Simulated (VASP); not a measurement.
# MgI2 (I4/mmm) in VASP: single point with HSE06

Aim: the single point of MgI2 with HSE06.

Everything below comes from runs of VASP 6.6.1. Logs are shortened: lines on timing, memory, paths and dates and some standing lists are left out, and cuts for length are marked.

### Step 1. The cell of the first run

Symmetry: I4/mmm, No. 139, tetragonal system. The conventional cell has a = 5.311 Å, b = 5.311 Å, c = 7.436 Å, α = 90.00°, β = 90.00°, γ = 90.00°. Within 4.3 Å of Mg (site symmetry 4/mmm) lie 8 I at 3.24 Å. Within 4.3 Å of I (site symmetry -4m2) lie 4 Mg at 3.24 Å and 6 I at 3.72 to 3.76 Å.

### Step 2. Single point, HSE06 (uniaxial z strain -1.0%)

POSCAR

```
MgI2
1.0
    0.0000000000      3.7557205859      3.7181633801
    3.7557205859      0.0000000000      3.7181633801
    3.7557205859      3.7557205859      0.0000000000
Mg I
1 2
Direct
    0.0000000000      0.0000000000      0.0000000000
    0.2500000000      0.2500000000      0.2500000000
    0.7500000000      0.7500000000      0.7500000000
```

INCAR.step1

```
PREC = Accurate
ENCUT = 520
EDIFF = 1E-5
ISMEAR = 0
SIGMA = 0.01
LREAL = False
LASPH = True
NELM = 100
ALGO = Normal
ISIF = 2
LWAVE = True
NBANDS = 15
GGA = PE
```

INCAR.step2

```
PREC = Accurate
ENCUT = 520
EDIFF = 1E-6
ISMEAR = 0
SIGMA = 0.01
LREAL = False
LASPH = True
NELM = 100
ALGO = Normal
ISIF = 2
LWAVE = False
LCHARG = True
GGA = PE
LHFCALC = True
HFSCREEN = 0.2079
PRECFOCK = Normal
LELF = True
LVHAR = True
NBANDS = 15
ISTART = 1
```

KPOINTS

```
regular mesh
0
Gamma
  4 4 4
```

Potentials or basis: VASP PAW PBE potentials, release 64 (Mg, I).

Launch:

```sh
> cat potpaw_PBE.64/Mg/POTCAR potpaw_PBE.64/I/POTCAR > POTCAR
> cp INCAR.step1 INCAR
> mpirun -np 1 vasp_std > vasp.out
> cp INCAR.step2 INCAR
> mpirun -np 1 vasp_std > vasp.out
```

OUTCAR:

```text
PREC = Accurate
   ENCUT = 520
   EDIFF = 1E-6
   ISMEAR = 0
   LREAL = False
   LASPH = True
   NELM = 100
   ISIF = 2
   GGA = PE
   LHFCALC = True
   HFSCREEN = 0.2079
   PRECFOCK = Normal
   ISTART = 1

 ion  position               nearest neighbor table
   1  0.000  0.000  0.000-   3 3.24   2 3.24   3 3.24   2 3.24   3 3.24   3 3.24   2 3.24   2 3.24

   2  0.250  0.250  0.250-   1 3.24   1 3.24   1 3.24   1 3.24
   3  0.750  0.750  0.750-   1 3.24   1 3.24   1 3.24   1 3.24

  LATTYP: Found a body centered tetragonal cell.
 ALAT       =     5.3113909891
 C/A-ratio  =     1.4000714268

  Lattice vectors:

 A1 = (   0.0000000000,  -3.7557205859,  -3.7181633801)
 A2 = (   0.0000000000,   3.7557205859,  -3.7181633801)
 A3 = (   3.7557205859,   0.0000000000,   3.7181633801)

Analysis of symmetry for initial positions (statically):
=====================================================================
 Subroutine PRICEL returns:
 Original cell was already a primitive cell.

 Routine SETGRP: Setting up the symmetry group for a
 body centered tetragonal supercell.

 Subroutine GETGRP returns: Found 16 space group operations
 (whereof 16 operations were pure point group operations)
 out of a pool of 16 trial point group operations.

The static configuration has the point symmetry D_4h.

Analysis of symmetry for dynamics (positions and initial velocities):
=====================================================================
 Subroutine PRICEL returns:
 Original cell was already a primitive cell.

 Routine SETGRP: Setting up the symmetry group for a
 body centered tetragonal supercell.

 Subroutine GETGRP returns: Found 16 space group operations
 (whereof 16 operations were pure point group operations)
 out of a pool of 16 trial point group operations.

The dynamic configuration has the point symmetry D_4h.

 Subroutine INISYM returns: Found 16 space group operations
 (whereof 16 operations are pure point group operations),
 and found     1 'primitive' translations

----------------------------------------------------------------------------------------

                                     Primitive cell

  volume of cell :     104.8926

  direct lattice vectors                    reciprocal lattice vectors
     0.000000000  3.755720586  3.718163380    -0.133130245  0.133130245  0.134474994
     3.755720586  0.000000000  3.718163380     0.133130245 -0.133130245  0.134474994
     3.755720586  3.755720586  0.000000000     0.133130245  0.133130245 -0.134474994

  length of vectors
     5.284900760  5.284900760  5.311390989     0.231367345  0.231367345  0.231367345

[... 92 lines left out ...]
  Fermi-wavevector in a.u.,A,eV,Ry     =   0.874715  1.652971 10.410172  0.765126
  Thomas-Fermi vector in A             =   1.994285
   LORBIT       =      0    0 simple, 1 ext, 2 COOP (PROOUT), +10 PAW based schemes
   GGA     = PE    functional components
   LHFCALC =     T    Hartree Fock is set to
   PRECFOCK=normal    Normal, Fast or Accurate (Low or Medium for compatibility)
   ENCUT4O =  -1.0   cutoff for four orbital integrals eV
   NKREDX  =     1    reduce k-point grid by
   NKREDY  =     1    reduce k-point grid by
   NKREDZ  =     1    reduce k-point grid by
   AEXX    =    0.2500 exact exchange contribution
   HFSCREEN=    0.2079 screening length (either q_TF or 0.3 A-1)
   HFSCREENC=   0.2079 screening length for correlation (either q_TF or 0.3 A-1)
   ENCUTFOCK=  -1.0 apply spherical cutoff to Coloumb kernel
   IVDW    =     0    specifies the selected vdW correction
   LEPSILON=     F    determine dielectric tensor
   LRPA    =     F    only Hartree local field effects (RPA)
 non-spin polarized calculation
 Gauss-broadening in eV      SIGMA  =   0.01
  energy-cutoff  :      520.00
  volume of cell :      104.89
 maximum number of plane-waves:      2842
  NGX = 30; NGY = 30; NGZ = 30

 number of electron      16.0000000 magnetization

 Free energy of the ion-electron system (eV)
  ---------------------------------------------------
  ext. energy  EPLUGINS =         0.00000000
  ---------------------------------------------------
  free energy    TOTEN  =        -7.77331045 eV

  energy without entropy =       -7.77331045  energy(sigma->0) =       -7.77331045

 E-fermi :   2.9726     XC(G=0):  -6.8398

 val. band max:        2.8728343284   @ k =   0.5000   0.5000   0.0000
 cond. band min:       4.2015856058   @ k =   0.0000   0.0000   0.0000
 fundamental gap:      1.3287512775
 Fermi energy:         2.9726084278

 k-point     1 :       0.0000    0.0000    0.0000
  band No.  band energies     occupation
      1     -11.3139      2.00000
      2      -9.5315      2.00000
      3      -0.4981      2.00000
      4      -0.4275      2.00000
      5      -0.4275      2.00000
      6       1.5436      2.00000
      7       1.5436      2.00000
      8       1.6765      2.00000
      9       4.2016      0.00000
     10       6.6985      0.00000
     11       6.6985      0.00000
     12       6.7024      0.00000
     13       8.7832      0.00000
     14       8.8634      0.00000
[... 203 lines left out ...]
      2     -10.3927      2.00000
      3      -2.2689      2.00000
      4      -1.6398      2.00000
      5       0.1602      2.00000
      6       0.1602      2.00000
      7       2.4000      2.00000
      8       2.5615      2.00000
      9       5.5770      0.00000
     10       7.8070      0.00000
     11       9.1538      0.00000
     12       9.1539      0.00000
     13      11.4308      0.00000
     14      11.6673      0.00000
     15      11.6673      0.00000

------------------------ aborting loop because EDIFF is reached ----------------------------------------

  FORCE on cell =-STRESS in cart. coord.  units (eV):
  Direction    XX          YY          ZZ          XY          YZ          ZX
  --------------------------------------------------------------------------------------
  -------------------------------------------------------------------------------------
  Total       -0.3787868     -0.3787868      0.2317137      0.0000000      0.0000000      0.0000000
  in kB       -5.7857606     -5.7857606      3.5392999      0.0000000      0.0000000      0.0000000
  external PRESSURE =      -2.6774071 kB  Pullay stress =       0.0000000 kB

 VOLUME and BASIS-vectors are now :
 -----------------------------------------------------------------------------
  energy-cutoff  :      520.00
  volume of cell :      104.89
      direct lattice vectors                 reciprocal lattice vectors
     0.000000000  3.755720586  3.718163380    -0.133130245  0.133130245  0.134474994
     3.755720586  0.000000000  3.718163380     0.133130245 -0.133130245  0.134474994
     3.755720586  3.755720586  0.000000000     0.133130245  0.133130245 -0.134474994

 POSITION                                       TOTAL-FORCE (eV/Angst)
 -----------------------------------------------------------------------------------
      0.00000      0.00000      0.00000         0.000000     -0.000000     -0.000000
      1.87786      1.87786      1.85908        -0.000000     -0.000000      0.000000
      5.63358      5.63358      5.57725        -0.000000      0.000000     -0.000000
 -----------------------------------------------------------------------------------
    total drift:                                0.000000      0.000000     -0.000000

  FREE ENERGIE OF THE ION-ELECTRON SYSTEM (eV)
  ---------------------------------------------------
  free  energy   TOTEN  =        -7.7733104482 eV

  energy  without entropy=       -7.7733104482  energy(sigma->0) =       -7.77331045
```

OUTCAR.step1:

```text
PREC = Accurate
   ENCUT = 520
   EDIFF = 1E-5
   ISMEAR = 0
   LREAL = False
[... 447 lines left out ...]
      0.00000      0.00000      0.00000        -0.000000      0.000000      0.000000
      1.87786      1.87786      1.85908         0.000000      0.000000      0.000000
      5.63358      5.63358      5.57725        -0.000000     -0.000000     -0.000000
 -----------------------------------------------------------------------------------
    total drift:                                0.000000     -0.000000      0.000000

  FREE ENERGIE OF THE ION-ELECTRON SYSTEM (eV)
  ---------------------------------------------------
  free  energy   TOTEN  =        -6.3936281550 eV

  energy  without entropy=       -6.3936281550  energy(sigma->0) =       -6.39362816
```

OSZICAR.step1:

```text
N       E                     dE             d eps       ncg     rms          rms(c)
DAV:   1     0.735113053257E+02    0.73511E+02   -0.56706E+03   390   0.836E+02
DAV:   2    -0.702324490167E+00   -0.74214E+02   -0.66709E+02   524   0.128E+02
DAV:   3    -0.673693650233E+01   -0.60346E+01   -0.60122E+01   495   0.421E+01
DAV:   4    -0.685276139603E+01   -0.11582E+00   -0.11582E+00   554   0.695E+00
DAV:   5    -0.685367576346E+01   -0.91437E-03   -0.91436E-03   509   0.531E-01    0.459E+00
DAV:   6    -0.648622161026E+01    0.36745E+00   -0.24667E-01   425   0.242E+00    0.290E+00
DAV:   7    -0.639618117361E+01    0.90040E-01   -0.19465E-01   418   0.215E+00    0.105E+00
DAV:   8    -0.639411556052E+01    0.20656E-02   -0.21109E-02   439   0.744E-01    0.106E-01
DAV:   9    -0.639360672312E+01    0.50884E-03   -0.16108E-03   446   0.236E-01    0.386E-02
DAV:  10    -0.639361121909E+01   -0.44960E-05   -0.10231E-04   446   0.573E-02    0.276E-02
DAV:  11    -0.639362884739E+01   -0.17628E-04   -0.21938E-05   424   0.293E-02    0.792E-03
DAV:  12    -0.639362815503E+01    0.69235E-06   -0.17720E-06   342   0.847E-03
   1 F= -.63936282E+01 E0= -.63936282E+01  d E =-.191903E-42
```

Wall time 21 min (1 thread of Intel Xeon Platinum 8259CL at 2.50GHz (Skylake/Cascade Lake), shared host); peak memory 0.36 GiB.

What came out:

```
Free energy            : -7.7733 eV
Pressure               : -0.3 GPa
Band gap on the k mesh : 1.33 eV (least direct gap 1.68 eV)
```

Caveat: the cell differs from its parent crystal (uniaxial z strain -1.0%); the structure was generated, so it needn't be the stable form of MgI2; the PAW data sets were made with another functional, which shifts forces and pressure a little; spin-orbit coupling is left out, which moves the levels of the heavy elements.
